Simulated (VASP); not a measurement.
# HfN in VASP: further runs, part 3 of 3

VASP 6.6.1. Earlier steps stand in the parts before.

## (5) Single point, PBEsol (strain +0.000 along x and y, +0.040 along z)

Input file INCAR:

```
PREC = Accurate
ENCUT = 520
EDIFF = 1E-7
ISMEAR = 0
SIGMA = 0.15
LREAL = False
LASPH = True
NELM = 60
ALGO = Normal
ISIF = 2
LWAVE = False
LCHARG = False
GGA = PS
NBANDS = 14
```

Input file KPOINTS:

```
regular mesh
0
Gamma
  18 18 18
```

Input file POSCAR:

```
HfN
1.0
    0.0000000000      2.2590000000      2.3493600000
    2.2590000000      0.0000000000      2.3493600000
    2.2590000000      2.2590000000      0.0000000000
Hf N
1 1
Direct
    0.0000000000      0.0000000000      0.0000000000
    0.5000000000      0.5000000000      0.5000000000
```

Potentials or basis: VASP PAW PBE potentials, release 64 (Hf_pv, N).

Launch:

```sh
cat potpaw_PBE.64/Hf_pv/POTCAR potpaw_PBE.64/N/POTCAR > POTCAR
mpirun -np 1 vasp_std > vasp.out
```

OUTCAR:

```text
PREC = Accurate
   ENCUT = 520
   EDIFF = 1E-7
   ISMEAR = 0
   LREAL = False
   LASPH = True
   NELM = 60
   ISIF = 2
   GGA = PS

 ion  position               nearest neighbor table
   1  0.000  0.000  0.000-   2 2.26   2 2.26   2 2.26   2 2.26   2 2.35   2 2.35
   2  0.500  0.500  0.500-   1 2.26   1 2.26   1 2.26   1 2.26   1 2.35   1 2.35

  LATTYP: Found a body centered tetragonal cell.
 ALAT       =     3.1947084374
 C/A-ratio  =     1.4707821049

  Lattice vectors:

 A1 = (  -2.2590000000,   0.0000000000,   2.3493600000)
 A2 = (   2.2590000000,   0.0000000000,   2.3493600000)
 A3 = (   0.0000000000,   2.2590000000,  -2.3493600000)

Analysis of symmetry for initial positions (statically):
=====================================================================
 Subroutine PRICEL returns:
 Original cell was already a primitive cell.

 Routine SETGRP: Setting up the symmetry group for a
 body centered tetragonal supercell.

 Subroutine GETGRP returns: Found 16 space group operations
 (whereof 16 operations were pure point group operations)
 out of a pool of 16 trial point group operations.

The static configuration has the point symmetry D_4h.

Analysis of symmetry for dynamics (positions and initial velocities):
=====================================================================
 Subroutine PRICEL returns:
 Original cell was already a primitive cell.

 Routine SETGRP: Setting up the symmetry group for a
 body centered tetragonal supercell.

 Subroutine GETGRP returns: Found 16 space group operations
 (whereof 16 operations were pure point group operations)
 out of a pool of 16 trial point group operations.

The dynamic configuration has the point symmetry D_4h.

 Subroutine INISYM returns: Found 16 space group operations
 (whereof 16 operations are pure point group operations),
 and found     1 'primitive' translations

----------------------------------------------------------------------------------------

                                     Primitive cell

[... 114 lines left out ...]
   LORBIT       =      0    0 simple, 1 ext, 2 COOP (PROOUT), +10 PAW based schemes
   GGA     = PS    functional components
   LHFCALC =     F    Hartree Fock is set to
   AEXX    =    0.0000 exact exchange contribution
   IVDW    =     0    specifies the selected vdW correction
   LEPSILON=     F    determine dielectric tensor
   LRPA    =     F    only Hartree local field effects (RPA)
 non-spin polarized calculation
 Gauss-broadening in eV      SIGMA  =   0.15
  energy-cutoff  :      520.00
  volume of cell :       23.98
 maximum number of plane-waves:       662
   NGX = 13   NGY = 13   NGZ = 11

 number of electron      15.0000001 magnetization

 Free energy of the ion-electron system (eV)
  ---------------------------------------------------
  ext. energy  EPLUGINS =         0.00000000
  ---------------------------------------------------
  free energy    TOTEN  =       -22.90244758 eV

  energy without entropy =      -22.89540611  energy(sigma->0) =      -22.89892685

 E-fermi :   7.8536     XC(G=0): -12.6871

 val. band max:        7.8360080399   @ k =   0.3333   0.1667   0.1111
 cond. band min:       7.8651997984   @ k =   0.4444   0.2778   0.1667
 fundamental gap:      0.0291917585
 Fermi energy:         7.8535546854

 k-point     1 :       0.0000    0.0000    0.0000
  band No.  band energies     occupation
      1     -23.3886      2.00000
      2     -23.3375      2.00000
      3     -23.3375      2.00000
      4      -9.3578      2.00000
      5       4.8117      2.00000
      6       4.9694      2.00000
      7       4.9694      2.00000
      8       7.2288      2.00000
      9       7.6568      1.93640
     10       7.6568      1.93640
     11       8.6853      0.00000
     12       9.9844      0.00000
     13      10.0685      0.00000
     14      17.3145      0.00000
[... 377 lines left out ...]
      1     -23.7775      2.00000
      2     -23.4505      2.00000
      3     -23.3517      2.00000
      4      -8.1974      2.00000
      5       1.5942      2.00000
      6       2.8981      2.00000
      7       3.1265      2.00000
      8       8.2788      0.00006
      9       8.8578      0.00000
     10       9.5275      0.00000
     11      10.8217      0.00000
     12      13.2502      0.00000
     13      13.7093      0.00000
     14      19.9295      0.00000

 [... further k-points ...]
[... 5 lines left out ...]
  --------------------------------------------------------------------------------------
  -------------------------------------------------------------------------------------
  Total       -1.3668385     -1.3668385     -3.5469292      0.0000000      0.0000000      0.0000000
  in kB      -91.3304824    -91.3304824   -237.0014899      0.0000000      0.0000000      0.0000000
  external PRESSURE =    -139.8874849 kB  Pullay stress =       0.0000000 kB

 VOLUME and BASIS-vectors are now :
 -----------------------------------------------------------------------------
  energy-cutoff  :      520.00
  volume of cell :       23.98
      direct lattice vectors                 reciprocal lattice vectors
     0.000000000  2.259000000  2.349360000    -0.221336875  0.221336875  0.212823918
     2.259000000  0.000000000  2.349360000     0.221336875 -0.221336875  0.212823918
     2.259000000  2.259000000  0.000000000     0.221336875  0.221336875 -0.212823918

 POSITION                                       TOTAL-FORCE (eV/Angst)
 -----------------------------------------------------------------------------------
      0.00000      0.00000      0.00000         0.000000     -0.000000      0.000000
      2.25900      2.25900      2.34936        -0.000000      0.000000     -0.000000
 -----------------------------------------------------------------------------------
    total drift:                                0.000000     -0.000000     -0.000000

  FREE ENERGIE OF THE ION-ELECTRON SYSTEM (eV)
  ---------------------------------------------------
  free  energy   TOTEN  =       -22.9024475806 eV

  energy  without entropy=      -22.8954061121  energy(sigma->0) =      -22.89892685
```

stdout:

```text
POSCAR found type information on POSCAR HfN
 POSCAR found :  2 types and       2 ions
 scaLAPACK will be used
 -----------------------------------------------------------------------------
|                                                                             |
|                                                                             |
|     You enforced a specific xc type in the INCAR file but a different       |
|     I HOPE YOU KNOW WHAT YOU ARE DOING!                                     |
|                                                                             |
 -----------------------------------------------------------------------------

 LDA part: xc-table for (Slater+PW92), standard interpolation
 POSCAR, INCAR and KPOINTS ok, starting setup
 FFT: planning ... GRIDC
 FFT: planning ... GRID_SOFT
 FFT: planning ... GRID
 WAVECAR not read
 entering main loop
```

Wall time 2.1 min (1 thread of Intel Xeon 8259CL, shared host); peak memory 0.28 GiB.

What came out:

```
Free energy            : -22.9024 eV
Pressure               : -14.0 GPa
Band gap on the k mesh : zero (an odd number of electrons rules out a gap without spin polarisation)
```

Stress tensor (GPa, compression positive):
```
 -9.13   0.00   0.00
  0.00  -9.13   0.00
  0.00   0.00 -23.70
```

Caveat: the cell differs from its parent crystal (strain +0.000 along x and y, +0.040 along z); the cell stands under tension; the PAW data sets were made with another functional, which shifts forces and pressure a little; spin-orbit coupling is left out, which moves the levels of the heavy elements.

## (6) The runs side by side

```tsv
cell	gap on the mesh (eV)	pressure (GPa)
a = 3.322 Å, angles 60.0°, 2 atoms	none	-29.5
a = 3.450 Å, angles 60.0°, 2 atoms	none	-42.2
a = 3.131, b = 3.131, c = 3.067 Å, angles 60.7, 60.7, 58.6°, 2 atoms	none	22.5
a = 3.259, b = 3.259, c = 3.195 Å, angles 60.7, 60.7, 58.7°, 2 atoms	none	-14.0
```

Alike in all rows: task single point; level PBEsol; potentials or basis VASP PAW PBE potentials, release 64 (Hf_pv, N); no spin polarisation; k mesh 18 × 18 × 18; cutoff (eV) 520; smearing gaussian 0.15 eV.

Caveats: the PAW data sets were made with another functional, which shifts forces and pressure a little; spin-orbit coupling is left out, which moves the levels of the heavy elements; the cell stands under tension (at least some runs); the cell stands under pressure (at least some runs).

Absolute energies hang on the potentials; compare differences alone.
